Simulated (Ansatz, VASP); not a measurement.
Two plane-wave programs on AlNi

The input INCAR:

```
SYSTEM = AlNi
PREC = Accurate
ENCUT = 520
EDIFF = 1E-7
ISMEAR = 0
SIGMA = 0.15
LREAL = .FALSE.
LASPH = .TRUE.
NELM = 80
ALGO = Fast
ISIF = 2
LWAVE = .FALSE.
LCHARG = .FALSE.
GGA = PE
NBANDS = 14
```

Contents of KPOINTS:

```
Automatic mesh
0
G
  16 16 16
  0 0 0
```

Contents of POSCAR:

```
AlNi
1.0
    1.8929072105     -1.8928758863      0.0000000000
    2.0426296692      2.0426008227      0.0000000000
    0.0000000000      0.0000000000      2.9004437058
Al Ni
1 1
Direct
    0.0000000000      0.0000000000      0.0000000000
    0.5000000000      0.5000000000      0.5000000000
```

Input for Ansatz:

```yaml
crystal:
  lattice:
    - [1.8929072105, -1.8928758863, 0.0]
    - [2.0426296692, 2.0426008227, 0.0]
    - [0.0, 0.0, 2.9004437058]
  atoms:
    - { symbol: Al, position: [0.0, 0.0, 0.0] }
    - { symbol: Ni, position: [0.5, 0.5, 0.5] }
basis:
  ecutwfc: 520.0
kpoints:
  mp_grid: { grid: [16, 16, 16] }
hamiltonian:
  xc: pbe
  pseudopotentials: { kind: paw, azcp: { folder: soft_1 } }
scf:
  occupations: { method: gaussian, width: 0.15 }
output:
  forces: true
  stress: true
  eigenvalues: true
```

Change from the starting cell: normal strain along x -0.0733, normal strain along y +0.0000.

Alike in both runs: task single point; functional PBE; k mesh 16 × 16 × 16; occupations gaussian, width 0.15 eV; no spin polarisation.

|  | VASP | Ansatz |
| --- | --- | --- |
| version | VASP 6.6.1 | Ansatz 0.2.0 |
| potentials or method | VASP PAW PBE potentials, release 64 (Al, Ni), cutoff 520 eV | scalar-relativistic, plane waves, PAW |
| valence electrons in the cell | 13 | 21 |

|  | VASP | Ansatz | Ansatz less VASP |
| --- | --- | --- | --- |
| gap on the k mesh at the Fermi level (eV) | none | none | - |
| pressure (GPa) | 14.8 | 14.8 | -0.03 |
| traceless stress, the component that is largest in VASP (GPa) | -4.56 | -4.50 | +0.063 |

A gap of «none» marks a metal or a gap that the smearing closes. The functional is the same, so the differences come from potentials, cutoffs and numerics. VASP's potentials hold 13 valence electrons a cell and Ansatz's 21, so a difference there can come from the potentials and not from the codes. Ansatz's warnings: near symmetry operations not taken.
